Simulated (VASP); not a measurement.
A run of VASP 6.6.1 is set up as follows.

Contents of INCAR:

```
ALGO = Normal
EDIFF = 1E-6
ENCUT = 520
GGA = PE
ISIF = 2
ISMEAR = 0
LASPH = True
LCHARG = False
LREAL = False
LWAVE = False
NBANDS = 30
NELM = 60
PREC = Accurate
SIGMA = 0.1
```

KPOINTS

```
k-points
0
Gamma
  6 6 6
```

POSCAR

```
Cu4H
1.0
   -2.4225618467      2.4225618467      2.4225618467
    2.4225618467     -2.4225618467      2.4225618467
    2.4225618467      2.4225618467     -2.4225618467
Cu H
4 1
Direct
    0.0000000000      0.0000000000      0.5000000000
    0.5000000000      0.0000000000      0.0000000000
    0.0000000000      0.5000000000      0.0000000000
    0.5000000000      0.5000000000      0.5000000000
    0.0000000000      0.0000000000      0.0000000000
```

Potentials or basis: VASP PAW PBE potentials, release 64 (Cu, H).

Command:

```console
$ cat potpaw_PBE.64/Cu/POTCAR potpaw_PBE.64/H/POTCAR > POTCAR
$ mpirun -np 1 vasp_std > vasp.out
```

Problem. Predict the pressure.

Solution. 0.5 GPa.
